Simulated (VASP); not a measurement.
A run of VASP 6.6.1 is set up as follows.

The input POSCAR:

```
TaTe
1.0
    0.0000000000      2.8715822264      2.8715822264
    2.8715822264      0.0000000000      2.8715822264
    2.8715822264      2.8715822264      0.0000000000
Ta Te
1 1
Direct
    0.5000000000      0.5000000000      0.5000000000
    0.0000000000      0.0000000000      0.0000000000
```

INCAR.step1

```
  PREC = Accurate
  ENCUT = 520
  ISMEAR = 0
  SIGMA = 0.05
  LREAL = False
  LASPH = True
  NELM = 150
  ISPIN = 2
  MAGMOM = -1.72 0
  LMAXMIX = 4
  NBANDS = 20
  GGA = PE
  ALGO = Normal
  EDIFF = 1E-4
  LWAVE = True
  LCHARG = False
```

INCAR.step2

```
  PREC = Accurate
  ENCUT = 520
  EDIFF = 1E-6
  ISMEAR = 0
  SIGMA = 0.05
  LREAL = False
  LASPH = True
  NELM = 150
  ALGO = Normal
  ISIF = 2
  LWAVE = False
  LCHARG = False
  ISPIN = 2
  MAGMOM = -1.72 0
  LORBIT = 11
  LMAXMIX = 4
  METAGGA = R2SCAN
  LMIXTAU = True
  NBANDS = 20
  ISTART = 1
```

The input KPOINTS:

```
Automatic mesh
0
Gamma
  10 10 10
```

Potentials or basis: VASP PAW PBE potentials, release 64 (Ta_pv, Te).

Command:

```sh
$ cat potpaw_PBE.64/Ta_pv/POTCAR potpaw_PBE.64/Te/POTCAR > POTCAR
$ cp INCAR.step1 INCAR
$ mpirun -np 1 vasp_std > vasp.out
$ cp INCAR.step2 INCAR
$ mpirun -np 1 vasp_std > vasp.out
```

Predict the net moment.

-0.01 μB per cell.

Predict the pressure.

-4.0 GPa.

Caveat: the PAW data sets were made with another functional, which shifts forces and pressure a little.
